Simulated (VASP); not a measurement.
Runs of VASP 6.6.1 on ZnF2. The structure is that of space group P4_2/mnm (No. 136), or close to it. The cells are those of the table. 

```csv
cell,gap on the mesh (eV),pressure (GPa),largest force (eV/Å)
"a = 4.782, b = 4.782, c = 3.185 Å, 6 atoms",3.39,(b),(a)
"a = 4.705, b = 4.705, c = 3.134 Å, 6 atoms",3.48,6.5,0.01
"a = 4.625, b = 4.625, c = 3.081 Å, 6 atoms",3.56,14.1,0.06
"a = 4.857, b = 4.857, c = 3.235 Å, 6 atoms",3.32,-3.9,0.13
"a = 4.744, b = 4.744, c = 3.160 Å, 6 atoms",3.43,3.4,0.05
"a = 4.665, b = 4.665, c = 3.107 Å, 6 atoms",3.52,10.1,0.02
"a = 4.542, b = 4.542, c = 3.026 Å, 6 atoms",(d),24.0,0.16
"a = 4.820, b = 4.820, c = 3.210 Å, 6 atoms",3.35,-1.9,(c)
```

Alike in all rows: task single point; level PBE; potentials or basis VASP PAW PBE potentials, release 64 (Zn, F); no spin polarisation; k mesh 4 × 4 × 6; cutoff (eV) 600; smearing gaussian 0.01 eV.

Fill in the values left out.

(a) 0.08; (b) 0.6; (c) 0.10; (d) 3.66.

